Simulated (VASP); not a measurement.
The system is Co.

```xyz
2
Lattice="2.4720 0.0000 0.0000 -1.2360 2.1408 0.0000 0.0000 0.0000 4.0211" Properties=species:S:1:pos:R:3 pbc="T T T"
Co    1.2360    0.7136    3.0159
Co    0.0000    1.4272    1.0053
```

| Quantity | Value |
| --- | --- |
| Program | VASP 6.6.1 |
| Task | relaxation of cell and atoms |
| Functional | LDA |
| Potentials or basis | VASP PAW LDA potentials, release 64 (Co) |
| Cutoff | 600 eV |
| k mesh | 12 × 12 × 7 |
| Occupations | fermi-dirac, width 0.05 eV |
| Spin | collinear spin, ferromagnetic start |
| Starting moments | [2.0, 2.0] μB |

At the start: pressure -15.7 GPa; volume 10.64 Å³/atom.

Task: How do energy, volume and symmetry change on relaxing?

Result: Over 9 steps the energy falls by 36.3 meV/atom and the volume is 9.96 Å³/atom (-6.4 %); space group P6_3/mmc (No. 194, to 0.05 Å); moment 2.95 μB per cell.

The path:
| step | energy change (eV) | largest force (eV/Å) | pressure (GPa) | volume (Å³) |
| --- | --- | --- | --- | --- |
| 1 | 0.0000 | 0.0000 | -15.73 | 21.28 |
| 2 | 0.0668 | 0.0000 | 27.18 | 18.22 |
| 3 | -0.0722 | 0.0000 | -0.57 | 19.96 |
| 4 | -0.0723 | 0.0000 | 0.01 | 19.91 |
| 5 | -0.0722 | 0.0000 | 0.37 | 19.89 |
| 6 | -0.0726 | 0.0000 | 0.37 | 19.89 |
| 7 | -0.0726 | 0.0000 | 0.36 | 19.89 |
| 8 | -0.0726 | 0.0000 | -0.44 | 19.95 |
| 9 | -0.0726 | 0.0000 | -0.06 | 19.92 |

Final structure:
```
CELL_PARAMETERS angstrom
2.42492 0.00000 0.00000
-1.21246 2.10004 0.00000
0.00000 0.00000 3.91119
ATOMIC_POSITIONS crystal
Co 0.66667 0.33333 0.75000
Co 0.33333 0.66667 0.25000
```
